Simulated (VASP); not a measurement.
ZnO: relaxation of shape and atoms at fixed volume with RPBE

The system is ZnO.

```
Zn O
1.0
     3.24198    0.00000    0.00000
    -1.62099    2.80764    0.00000
     0.00000    0.00000    5.22764
Zn O
2 2
Direct
  0.33333 0.66667 0.00145
  0.66667 0.33333 0.50145
  0.33333 0.66667 0.38065
  0.66667 0.33333 0.88065
```

```yaml
Program: VASP 6.6.1
Task: relaxation of shape and atoms at fixed volume
Functional: RPBE
Potentials_or_basis: VASP PAW PBE potentials, release 64 (Zn, O)
Cutoff: 600 eV
k_mesh: 8 × 8 × 6
Occupations: gaussian, width 0.05 eV
Spin: no spin polarisation
Dipole_correction: no
Further_INCAR_settings: ALGO = Normal; EDIFF = 1e-06; IBRION = 2; EDIFFG = -0.02; NSW = 60; ISIF = 4
```

```
Pressure after relaxing      : 10.5 GPa
Largest force after relaxing : 0.006 eV/Å
Band gap on the k mesh       : 0.87 eV, direct
```

Forces in eV/Å, atoms in the order of the input:
```
Zn   0.000  0.000 -0.006
Zn   0.000  0.000 -0.006
O    0.000  0.000  0.006
O    0.000  0.000  0.006
```

Final structure:
```
Zn O
1.0
     3.24198    0.00000    0.00000
    -1.62099    2.80764    0.00000
     0.00000    0.00000    5.22764
Zn O
2 2
Cartesian
  0.0000 1.8718 0.0076
  1.6210 0.9359 2.6214
  0.0000 1.8718 1.9899
  1.6210 0.9359 4.6037
```

Levels at points of the mesh, in eV from the valence-band top:
| k point | band 15 | band 16 | band 17 | band 18 | band 19 | band 20 | band 21 | band 22 |
| --- | --- | --- | --- | --- | --- | --- | --- | --- |
| (0.00, 0.00, 0.00) | -0.79 | -0.09 | 0.00 | 0.00 | 0.87 | 5.32 | 8.31 | 13.01 |
| (0.50, 0.00, 0.00) | -2.81 | -2.26 | -1.28 | -0.84 | 5.86 | 6.99 | 7.69 | 8.60 |
| (0.00, 0.00, 0.50) | -0.39 | -0.39 | -0.39 | -0.39 | 3.53 | 3.53 | 10.18 | 10.18 |
| (0.50, 0.00, 0.50) | -1.50 | -1.50 | -1.37 | -1.37 | 5.81 | 5.81 | 8.53 | 8.53 |

Run time: 61 s on 1 thread of Intel(R) Xeon(R) Platinum 8488C (Sapphire Rapids) (shared host), peak memory 0.19 GiB.

Caveat: the relaxation stopped at its first step, so nothing moved; the PAW data sets were made with another functional, which shifts forces and pressure a little. A hybrid or GW would open this gap; RPBE tends to underestimate it.
